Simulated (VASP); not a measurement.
Here is a VASP 6.6.1 calculation.

The input INCAR:

```
SYSTEM = Si16C15
PREC = Accurate
ENCUT = 520
EDIFF = 1E-7
ISMEAR = 0
SIGMA = 0.01
LREAL = Auto
LASPH = .True.
NELM = 80
ALGO = Normal
ISIF = 2
LWAVE = .False.
LCHARG = .False.
GGA = PE
NBANDS = 83
```

File KPOINTS:

```
Automatic mesh
0
Gamma
  2 2 2
  0 0 0
```

POSCAR

```
Si16C15
1.0
    3.0941201777     -5.3591733641      0.0000000000
   -6.1882403654      0.0000000058      0.0000000000
    0.0000000000      0.0000000000    -10.1293391947
Si C
16 15
Direct
    0.3336852619      0.1676651909      0.0638700226
    0.8340571235      0.1684206812      0.0620529435
    0.3328219379      0.6672092035      0.0620563868
    0.8340666805      0.6672135542      0.0620515678
    0.1671467098      0.3341409372      0.5622072698
    0.6666707656      0.3341235916      0.5622073058
    0.1671454370      0.8345766443      0.5622095577
    0.6669975780      0.8342814919      0.5613741075
    0.5018679666      0.5040781445      0.3116461825
    1.0002955410      0.5009188894      0.3126545610
    0.5019108660      0.9993090190      0.3116587328
    0.9970939866      0.9993063504      0.3116456204
    0.0013604110      0.0014706428      0.8126160034
    0.4997832806      0.0014766919      0.8126059953
    0.0003018929      0.5009342908      0.8115706670
    0.4997863016      0.4999007135      0.8125999703
    0.8352851829      0.1708857602      0.2490489346
    0.3303463889      0.6659348730      0.2490474922
    0.8352483760      0.6659064846      0.2490450100
    0.1670605054      0.3341912599      0.7505126928
    0.6667937505      0.3341863174      0.7505190471
    0.1670635057      0.8344466583      0.7505171955
    0.6669734836      0.8342804905      0.7511816032
    0.0010382288      0.0013038232      0.4998444974
    0.4999792830      0.0012885588      0.4998423186
    0.0003036175      0.5009352377      0.4998648507
    0.4999725447      0.5002527681      0.4998266287
    0.5002066687      0.0010512648      1.0012879884
    1.0005468776      0.0010590593      1.0012974748
    0.5002319369      0.5007847704      1.0012673524
    1.0003110846      0.5009418551      0.9987729403
```

Potentials or basis: VASP PAW PBE potentials, release 64 (Si, C).

Run with:

```bash
$ cat potpaw_PBE.64/Si/POTCAR potpaw_PBE.64/C/POTCAR > POTCAR
$ mpirun -np 1 vasp_std > vasp.out
```

**Question.** Estimate the band gap on the k mesh.

**Answer.** 0.19 eV.

**Question.** What does it give for the largest force?

**Answer.** 0.014 eV/Å.

**Question.** Estimate the pressure.

**Answer.** -0.4 GPa.

Forces in eV/Å, atoms in the order of the input:
```
Si   0.000  0.001 -0.004
Si   0.000  0.001  0.002
Si   0.000 -0.004  0.005
Si  -0.002  0.001  0.004
Si   0.000  0.001 -0.002
Si  -0.001 -0.001 -0.002
Si  -0.001  0.000 -0.002
Si   0.000 -0.001  0.004
Si  -0.012 -0.008  0.000
Si  -0.002 -0.002  0.003
Si   0.007 -0.006 -0.001
Si  -0.001  0.009 -0.003
Si   0.000 -0.002 -0.009
Si   0.000  0.000 -0.011
Si  -0.001 -0.002 -0.005
Si  -0.001  0.000 -0.010
C   -0.005 -0.002  0.000
C   -0.002  0.003 -0.001
C   -0.003 -0.003 -0.001
C    0.000  0.001  0.000
C    0.003 -0.002  0.002
C    0.006  0.002  0.000
C    0.002  0.000  0.002
C    0.002  0.001  0.005
C    0.000  0.002  0.003
C    0.003  0.001  0.004
C    0.002  0.002 -0.002
C    0.009 -0.002  0.006
C    0.002  0.009  0.008
C   -0.004 -0.003  0.002
C    0.003  0.003  0.001
```

Caveat: the k points lie up to 0.59 Å⁻¹ apart; the cell differs from its parent crystal (atoms taken out, then relaxed in part).
